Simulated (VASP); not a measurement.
# CdS (Fm-3m) in VASP: notebook

The runs below take CdS through single point, with LDA, PBEsol, r2SCAN+D4.

Program: VASP 6.6.1. These are calculated values, not measurements. Logs are shortened: lines on timing, memory, paths and dates and some standing lists are left out, and cuts for length are marked.

## Step 1: The cell of the first run

It takes space group Fm-3m (No. 225, cubic). The conventional cell has a = 5.340 Å, b = 5.340 Å, c = 5.340 Å, α = 90.00°, β = 90.00°, γ = 90.00°. Within 3.5 Å of Cd (site symmetry m-3m) lie 6 S at 2.67 Å. S (site symmetry m-3m) has 6 Cd at 2.67 Å within 3.5 Å.

## Step 2: Single point, LDA

Contents of INCAR:

```
SYSTEM = CdS
PREC = Accurate
ENCUT = 520
EDIFF = 1E-7
ISMEAR = -1
SIGMA = 0.01
LREAL = .FALSE.
LASPH = .TRUE.
NELM = 100
ALGO = Normal
ISIF = 2
LWAVE = .FALSE.
LCHARG = .FALSE.
NBANDS = 16
```

Contents of KPOINTS:

```
Automatic mesh
0
G
  6 6 6
  0 0 0
```

Contents of POSCAR:

```
CdS
1.0
    0.0000000000      2.6698787010      2.6698787010
    2.6698787010      0.0000000000      2.6698787010
    2.6698787010      2.6698787010      0.0000000000
Cd S
1 1
Direct
    0.0000000000      0.0000000000      0.0000000000
    0.5000000000      0.5000000000      0.5000000000
```

Potentials or basis: VASP PAW LDA potentials, release 64 (Cd, S).

The run is started by

```sh
> cat potpaw_LDA.64/Cd/POTCAR potpaw_LDA.64/S/POTCAR > POTCAR
> mpirun -np 1 vasp_std > vasp.out
```

OUTCAR:

```text
SYSTEM = CdS
   PREC = Accurate
   ENCUT = 520
   EDIFF = 1E-7
   ISMEAR = -1
   LREAL = .FALSE.
   LASPH = .TRUE.
   NELM = 100
   ISIF = 2

 ion  position               nearest neighbor table
   1  0.000  0.000  0.000-   2 2.67   2 2.67   2 2.67   2 2.67   2 2.67   2 2.67
   2  0.500  0.500  0.500-   1 2.67   1 2.67   1 2.67   1 2.67   1 2.67   1 2.67

  LATTYP: Found a face centered cubic cell.
 ALAT       =     5.3397574020

  Lattice vectors:

 A1 = (   0.0000000000,   2.6698787010,   2.6698787010)
 A2 = (   2.6698787010,   0.0000000000,   2.6698787010)
 A3 = (   2.6698787010,   2.6698787010,   0.0000000000)

Analysis of symmetry for initial positions (statically):
=====================================================================
 Subroutine PRICEL returns:
 Original cell was already a primitive cell.

 Routine SETGRP: Setting up the symmetry group for a
 face centered cubic supercell.

 Subroutine GETGRP returns: Found 48 space group operations
[... 9 lines left out ...]

 Routine SETGRP: Setting up the symmetry group for a
 face centered cubic supercell.

 Subroutine GETGRP returns: Found 48 space group operations
[... 11 lines left out ...]
                                     Primitive cell

  volume of cell :      38.0631

  direct lattice vectors                    reciprocal lattice vectors
     0.000000000  2.669878701  2.669878701    -0.187274426  0.187274426  0.187274426
     2.669878701  0.000000000  2.669878701     0.187274426 -0.187274426  0.187274426
     2.669878701  2.669878701  0.000000000     0.187274426  0.187274426 -0.187274426

  length of vectors
     3.775778669  3.775778669  3.775778669     0.324368820  0.324368820  0.324368820

  position of ions in fractional coordinates (direct lattice)
     0.000000000  0.000000000  0.000000000
     0.500000000  0.500000000  0.500000000

  ion indices of the primitive-cell ions
   primitive index   ion index
                 1           1
                 2           2

----------------------------------------------------------------------------------------

 KPOINTS: Automatic mesh

Automatic generation of k-mesh.
 Grid dimensions read from file:
 generate k-points for:    6    6    6

 Generating k-lattice:

  Cartesian coordinates                     Fractional coordinates (reciprocal lattice)
    -0.031212404  0.031212404  0.031212404     0.166666667  0.000000000  0.000000000
     0.031212404 -0.031212404  0.031212404     0.000000000  0.166666667  0.000000000
     0.031212404  0.031212404 -0.031212404     0.000000000  0.000000000  0.166666667

  Length of vectors
     0.054061470  0.054061470  0.054061470

  Shift w.r.t. Gamma in fractional coordinates (k-lattice)
     0.000000000  0.000000000  0.000000000

 Subroutine IBZKPT returns following result:
 ===========================================

 Found     16 irreducible k-points:

 Following reciprocal coordinates:
            Coordinates               Weight
  0.000000  0.000000  0.000000      1.000000
  0.166667  0.000000  0.000000      8.000000
  0.333333  0.000000  0.000000      8.000000
  0.500000  0.000000  0.000000      4.000000
  0.166667  0.166667  0.000000      6.000000
  0.333333  0.166667  0.000000     24.000000
[... 8 lines left out ...]
 -0.333333  0.333333  0.166667     24.000000
 -0.333333  0.500000  0.166667     12.000000
   k-points           NKPTS =     16   k-points in BZ     NKDIM =     16   number of bands    NBANDS=     16
   number of dos      NEDOS =    301   number of ions     NIONS =      2
   total plane-waves  NPLWV =  21952
   dimension x,y,z NGX =    28 NGY =   28 NGZ =   28
   dimension x,y,z NGXF=    56 NGYF=   56 NGZF=   56
   ions per type =               1   1
   NGX,Y,Z   is equivalent  to a cutoff of  12.33, 12.33, 12.33 a.u.
   NGXF,Y,Z  is equivalent  to a cutoff of  24.66, 24.66, 24.66 a.u.
 SYSTEM =  CdS
   PREC   = accura    normal or accurate (medium, high low for compatibility)
   ISTART =      0    job   : 0-new  1-cont  2-samecut
   ICHARG =      2    charge: 1-file 2-atom 10-const
   ISPIN  =      1    spin polarized calculation?
   LNONCOLLINEAR =      F non collinear calculations
   LSORBIT =      F    spin-orbit coupling
   LASPH  =      T    aspherical Exc in radial PAW
   ENCUT  =  520.0 eV  38.22 Ry    6.18 a.u.   7.02  7.02  7.02*2*pi/ulx,y,z
   NELM   =    100;   NELMIN=  2; NELMDL= -5     # of ELM steps
   EDIFF  = 0.1E-06   stopping-criterion for ELM
   LREAL  =      F    real-space projection
   EDIFFG = 0.1E-05   stopping-criterion for IOM
   NSW    =      0    number of steps for IOM
   IBRION =     -1    ionic relax: 0-MD 1-quasi-New 2-CG
   NFREE  =      0    steps in history (QN), initial steepest desc. (CG)
   ISIF   =      2    stress and relaxation
   ISYM   =      2    0-nonsym 1-usesym 2-fastsym
   POTIM  = 0.5000    time-step for ionic-motion
   TEBEG  =    0.0;   TEEND  =   0.0 temperature during run
   PSTRESS=    0.0 pullay stress
   NELECT =      18.0000    total number of electrons
   NUPDOWN=      -1.0000    fix difference up-down
   EMIN   =  10.00;   EMAX   =-10.00  energy-range for DOS
   EFERMI =   0.00;   METHOD = LEGACY
   ISMEAR =    -1;   SIGMA  =   0.01  broadening in eV -4-tet -1-fermi 0-gaus
   EFERMI_NEDOS =   21; number of points for ismear=-14 and -15
   IALGO  =     38    algorithm
   IMIX   =      4    mixing-type and parameters
     AMIX     =   0.40;   BMIX     =  1.00
     AMIX_MAG =   1.60;   BMIX_MAG =  1.00
  volume/ion in A,a.u.               =      19.03       128.43
  Fermi-wavevector in a.u.,A,eV,Ry     =   1.275452  2.410255 22.133658  1.626778
  Thomas-Fermi vector in A             =   2.408163
   LORBIT       =      0    0 simple, 1 ext, 2 COOP (PROOUT), +10 PAW based schemes
   GGA     = CA    functional components
   LHFCALC =     F    Hartree Fock is set to
   AEXX    =    0.0000 exact exchange contribution
   IVDW    =     0    specifies the selected vdW correction
   LEPSILON=     F    determine dielectric tensor
   LRPA    =     F    only Hartree local field effects (RPA)
 non-spin polarized calculation
  energy-cutoff  :      520.00
  volume of cell :       38.06
 maximum number of plane-waves:      1034
   NGX = 13   NGY = 13   NGZ = 13

 number of electron      18.0000005 magnetization

 Free energy of the ion-electron system (eV)
  ---------------------------------------------------
  ext. energy  EPLUGINS =         0.00000000
  ---------------------------------------------------
  free energy    TOTEN  =        -7.25685808 eV

  energy without entropy =       -7.25626871  energy(sigma->0) =       -7.25656339

 E-fermi :   3.5310     XC(G=0): -11.1092

 val. band max:        3.5227685795   @ k =   0.5000   0.0000   0.0000
 cond. band min:       4.5533433617   @ k =   0.0000   0.0000   0.0000
 fundamental gap:      1.0305747822
 Fermi energy:         3.5309961461

 k-point     1 :       0.0000    0.0000    0.0000
  band No.  band energies     occupation
      1      -9.8254      2.00000
      2      -4.3219      2.00000
      3      -4.3219      2.00000
      4      -4.3164      2.00000
      5      -4.3164      2.00000
      6      -4.3164      2.00000
[... 8 lines left out ...]
     15      15.1555      0.00000
     16      15.1555      0.00000

 k-point     2 :       0.1667    0.0000    0.0000
  band No.  band energies     occupation
      1      -9.5532      2.00000
      2      -4.4234      2.00000
      3      -4.4234      2.00000
      4      -4.3572      2.00000
      5      -4.2533      2.00000
      6      -4.2533      2.00000
[... 8 lines left out ...]
     15      13.8773      0.00000
     16      14.5757      0.00000

 k-point     3 :       0.3333    0.0000    0.0000
  band No.  band energies     occupation
      1      -8.8893      2.00000
      2      -4.6154      2.00000
      3      -4.6154      2.00000
      4      -4.5274      2.00000
      5      -4.1223      2.00000
      6      -4.1223      2.00000
[... 8 lines left out ...]
     15      15.2125      0.00000
     16      15.2125      0.00000

 k-point     4 :       0.5000    0.0000    0.0000
  band No.  band energies     occupation
      1      -8.4540      2.00000
      2      -4.7202      2.00000
      3      -4.7060      2.00000
      4      -4.7060      2.00000
      5      -4.0549      2.00000
      6      -4.0549      2.00000
[... 8 lines left out ...]
     15      16.5797      0.00000
     16      16.5797      0.00000

 k-point     5 :       0.1667    0.1667    0.0000
  band No.  band energies     occupation
      1      -9.4865      2.00000
      2      -4.5137      2.00000
      3      -4.3684      2.00000
      4      -4.2876      2.00000
      5      -4.2540      2.00000
      6      -4.2540      2.00000
[... 8 lines left out ...]
     15      16.2956      0.00000
     16      17.0687      0.00000

 k-point     6 :       0.3333    0.1667    0.0000
  band No.  band energies     occupation
      1      -9.0212      2.00000
      2      -4.5879      2.00000
      3      -4.4237      2.00000
      4      -4.4126      2.00000
      5      -4.1601      2.00000
      6      -4.1081      2.00000
[... 8 lines left out ...]
     15      16.4100      0.00000
     16      16.8679      0.00000
[... 115 lines left out ...]
 k-point    13 :       0.5000    0.5000    0.0000
  band No.  band energies     occupation
      1      -8.7643      2.00000
      2      -4.5239      2.00000
      3      -4.1839      2.00000
      4      -3.9711      2.00000
      5      -3.9711      2.00000
      6      -3.1202      2.00000
[... 8 lines left out ...]
     15      18.3256      0.00000
     16      18.3338      0.00000

 k-point    14 :       0.5000    0.3333    0.1667
  band No.  band energies     occupation
      1      -8.7076      2.00000
      2      -4.4943      2.00000
      3      -4.4290      2.00000
      4      -4.4164      2.00000
      5      -4.0792      2.00000
      6      -3.9269      2.00000
[... 8 lines left out ...]
     15      17.7223      0.00000
     16      18.9740      0.00000

 k-point    15 :      -0.3333    0.3333    0.1667
  band No.  band energies     occupation
      1      -8.5466      2.00000
      2      -4.5698      2.00000
      3      -4.3876      2.00000
      4      -4.3439      2.00000
      5      -4.0183      2.00000
      6      -3.7073      2.00000
[... 8 lines left out ...]
     15      16.5381      0.00000
     16      18.4968      0.00000

 k-point    16 :      -0.3333    0.5000    0.1667
  band No.  band energies     occupation
      1      -8.6254      2.00000
      2      -4.4416      2.00000
      3      -4.4144      2.00000
      4      -4.1840      2.00000
      5      -3.9709      2.00000
      6      -3.3032      2.00000
[... 8 lines left out ...]
     15      17.5653      0.00000
     16      18.3184      0.00000

------------------------ aborting loop because EDIFF is reached ----------------------------------------

  FORCE on cell =-STRESS in cart. coord.  units (eV):
  Direction    XX          YY          ZZ          XY          YZ          ZX
  --------------------------------------------------------------------------------------
  -------------------------------------------------------------------------------------
  Total        0.1815882      0.1815882      0.1815882     -0.0000000     -0.0000000      0.0000000
  in kB        7.6435252      7.6435252      7.6435252     -0.0000000     -0.0000000      0.0000000
  external PRESSURE =       7.6435252 kB  Pullay stress =       0.0000000 kB

 VOLUME and BASIS-vectors are now :
 -----------------------------------------------------------------------------
  energy-cutoff  :      520.00
  volume of cell :       38.06
      direct lattice vectors                 reciprocal lattice vectors
     0.000000000  2.669878701  2.669878701    -0.187274426  0.187274426  0.187274426
     2.669878701  0.000000000  2.669878701     0.187274426 -0.187274426  0.187274426
     2.669878701  2.669878701  0.000000000     0.187274426  0.187274426 -0.187274426

 POSITION                                       TOTAL-FORCE (eV/Angst)
 -----------------------------------------------------------------------------------
      0.00000      0.00000      0.00000        -0.000000     -0.000000      0.000000
      2.66988      2.66988      2.66988         0.000000      0.000000     -0.000000
 -----------------------------------------------------------------------------------
    total drift:                                0.000000      0.000000      0.000000

  FREE ENERGIE OF THE ION-ELECTRON SYSTEM (eV)
  ---------------------------------------------------
  free  energy   TOTEN  =        -7.2568580766 eV

  energy  without entropy=       -7.2562687066  energy(sigma->0) =       -7.25656339
```

Run time: 9.6 s. Hardware: 1 thread of Intel Xeon Platinum 8259CL at 2.50GHz (Skylake/Cascade Lake), shared host; peak memory 0.14 GiB.

Results:

| Property | Result |
| --- | --- |
| Free energy | -7.2569 eV |
| Pressure | 0.8 GPa |
| Band gap on the k mesh | zero (band 9 reaches 3.52 eV, above the bottom of band 10 at 3.52 eV) |

Levels at points of the mesh, in eV from the Fermi level:
```tsv
k point	band 7	band 8	band 9	band 10	band 11	band 12
(0.00, 0.00, 0.00)	-0.94	-0.94	-0.94	1.02	9.17	9.17
(0.50, 0.00, 0.00)	-5.30	-0.01	-0.01	3.23	5.65	5.65
(0.50, 0.50, 0.00)	-4.85	-2.51	-2.51	-0.01	5.81	10.12
```

## Step 3: Single point, PBEsol

This run uses another cell than the first one, of 19.67 Å³/atom, 1.033 times its volume.

Contents of INCAR:

```
SYSTEM = CdS
PREC = Accurate
ENCUT = 520
EDIFF = 1E-6
ISMEAR = -1
SIGMA = 0.01
LREAL = .FALSE.
LASPH = .TRUE.
NELM = 60
ALGO = Normal
ISIF = 2
LWAVE = .FALSE.
LCHARG = .FALSE.
GGA = PS
NBANDS = 16
```

KPOINTS is that of step 2.

Contents of POSCAR:

```
CdS
1.0
    0.0000000000      2.6992524370      2.6992524370
    2.6992524370      0.0000000000      2.6992524370
    2.6992524370      2.6992524370      0.0000000000
Cd S
1 1
Direct
    0.0000000000      0.0000000000      0.0000000000
    0.5000000000      0.5000000000      0.5000000000
```

Potentials or basis: VASP PAW PBE potentials, release 64 (Cd, S).

The run is started by

```sh
> cat potpaw_PBE.64/Cd/POTCAR potpaw_PBE.64/S/POTCAR > POTCAR
> mpirun -np 1 vasp_std > vasp.out
```

It took 10 s on 1 thread of Intel Xeon Platinum 8259CL at 2.50GHz (Skylake/Cascade Lake), shared host; peak memory 0.15 GiB.

It converged, with:

| Item | Value |
| --- | --- |
| Free energy | -6.6386 eV |
| Pressure | 0.5 GPa |
| Band gap on the k mesh | 0.11 eV, indirect (least direct gap 1.81 eV) |

Levels at points of the mesh, in eV from the valence-band top:
```tsv
k point	band 5	band 6	band 7	band 8	band 9	band 10	band 11	band 12	band 13	band 14
(0.00, 0.00, 0.00)	-7.71	-7.71	-0.84	-0.84	-0.84	0.96	9.15	9.15	9.15	11.05
(0.50, 0.00, 0.00)	-7.47	-7.47	-5.11	0.00	0.00	3.31	5.76	5.76	7.09	12.24
(0.50, 0.50, 0.00)	-7.39	-6.62	-4.60	-2.35	-2.35	0.11	5.84	10.00	11.45	11.45
```

Caveat: the PAW data sets were made with another functional, which shifts forces and pressure a little. A k mesh can miss the band edges.

## Step 4: Single point, r2SCAN+D4

This run uses another cell than the first one, of 20.03 Å³/atom, 1.053 times its volume.

Contents of POSCAR:

```
CdS
1.0
    0.0000000000      2.7159800692      2.7159800692
    2.7159800692      0.0000000000      2.7159800692
    2.7159800692      2.7159800692      0.0000000000
Cd S
1 1
Direct
    0.0000000000      0.0000000000      0.0000000000
    0.5000000000      0.5000000000      0.5000000000
```

Contents of INCAR.step1:

```
SYSTEM = CdS
PREC = Accurate
ENCUT = 520
ISMEAR = -1
SIGMA = 0.01
LREAL = .FALSE.
LASPH = .TRUE.
NELM = 100
NBANDS = 16
GGA = PE
ALGO = Normal
EDIFF = 1E-4
LWAVE = .TRUE.
LCHARG = .FALSE.
```

Contents of INCAR.step2:

```
SYSTEM = CdS
PREC = Accurate
ENCUT = 520
EDIFF = 1E-7
ISMEAR = -1
SIGMA = 0.01
LREAL = .FALSE.
LASPH = .TRUE.
NELM = 100
ALGO = Normal
ISIF = 2
LWAVE = .FALSE.
LCHARG = .TRUE.
METAGGA = R2SCAN
LMIXTAU = .TRUE.
IVDW = 13
VDW_S6 = 1.0
VDW_S8 = 0.6018749
VDW_A1 = 0.51559235
VDW_A2 = 5.77342911
LELF = .TRUE.
LVHAR = .TRUE.
NBANDS = 16
ISTART = 1
```

KPOINTS is that of step 3.

The run is started by

```sh
> cat potpaw_PBE.64/Cd/POTCAR potpaw_PBE.64/S/POTCAR > POTCAR
> cp INCAR.step1 INCAR
> mpirun -np 1 vasp_std > vasp.out
> cp INCAR.step2 INCAR
> mpirun -np 1 vasp_std > vasp.out
```

It took 66 s on 1 thread of Intel Xeon Platinum 8259CL at 2.50GHz (Skylake/Cascade Lake), shared host; peak memory 0.17 GiB.

The run converged. Its results:

```yaml
Free_energy: -29.8019 eV
Pressure: 0.5 GPa
Band_gap_on_the_k_mesh: 0.73 eV, indirect (least direct gap 2.44 eV)
Dispersion_energy_per_atom: -0.143 eV
```

Levels at points of the mesh, in eV from the valence-band top:
| k point | band 7 | band 8 | band 9 | band 10 | band 11 | band 12 |
| --- | --- | --- | --- | --- | --- | --- |
| (0.00, 0.00, 0.00) | -0.79 | -0.79 | -0.79 | 1.64 | 9.73 | 9.73 |
| (0.50, 0.00, 0.00) | -4.98 | 0.00 | 0.00 | 4.04 | 6.45 | 6.45 |
| (0.50, 0.50, 0.00) | -4.44 | -2.25 | -2.25 | 0.73 | 6.40 | 10.87 |

Caveat: the PAW data sets were made with another functional, which shifts forces and pressure a little.

## Step 5: Summary

```csv
level,potentials or basis,cell,gap on the mesh (eV),pressure (GPa)
LDA,"VASP PAW LDA potentials, release 64 (Cd, S)","a = 3.776 Å, angles 60.0°, 2 atoms",none,0.8
PBEsol,"VASP PAW PBE potentials, release 64 (Cd, S)","a = 3.817 Å, angles 60.0°, 2 atoms",0.11,0.5
r2SCAN+D4,"VASP PAW PBE potentials, release 64 (Cd, S)","a = 3.841 Å, angles 60.0°, 2 atoms",0.73,0.5
```

Alike in all rows: task single point; no spin polarisation; k mesh 6 × 6 × 6; cutoff (eV) 520; smearing fermi-dirac 0.01 eV.

Caveats: the PAW data sets were made with another functional, which shifts forces and pressure a little (some runs).

Total energies depend on the potentials used, so only differences within one code and one set of settings carry meaning.
